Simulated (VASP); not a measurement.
Input of a VASP 6.6.1 run:

Contents of INCAR:

```
SYSTEM = Sr
ALGO = Normal
EDIFF = 1E-6
EDIFFG = -0.01
ENCUT = 600
GGA = RP
IBRION = 2
ISIF = 3
ISMEAR = -1
LASPH = .TRUE.
LCHARG = .FALSE.
LREAL = .FALSE.
LWAVE = .FALSE.
NELM = 80
NSW = 80
PREC = Accurate
SIGMA = 0.1
```

File KPOINTS:

```
k-points
0
G
  8 8 8
  0 0 0
```

The input POSCAR:

```
Sr
1.0
    3.9327266275      0.0000000000      0.0000000000
    0.0000000000      3.9327266275      0.0000000000
    0.0000000000      0.0000000000      3.9327266275
Sr
1
Direct
    0.0000000000      0.0000000000      0.0000000000
```

Potentials or basis: VASP PAW PBE potentials, release 64 (Sr_sv).

Launch:

```sh
$ cat potpaw_PBE.64/Sr_sv/POTCAR > POTCAR
$ mpirun -np 1 vasp_std > vasp.out
```

**Question.** Predict the band gap on the k mesh.

**Answer.** Zero (band 5 reaches 1.75 eV, above the bottom of band 6 at 0.85 eV).

**Question.** What does it give for the space group after relaxing (to 0.05 Å)?

**Answer.** Pm-3m (No. 221).

**Question.** What does it give for the relaxed volume?

**Answer.** 62.54 Å³/atom.

**Question.** Estimate the relaxed cell.

**Answer.** a = 3.969 Å, b = 3.969 Å, c = 3.969 Å, α = 90.00°, β = 90.00°, γ = 90.00°.

The path:
```
step  energy change (eV)  largest force (eV/Å)  pressure (GPa)  volume (Å³)
   1              0.0000                0.0000            0.20        60.82
   2             -0.0007                0.0000            0.12        61.50
   3             -0.0010                0.0000           -0.05        63.04
   4             -0.0010                0.0000            0.00        62.54
```

Caveat: the PAW data sets were made with another functional, which shifts forces and pressure a little.
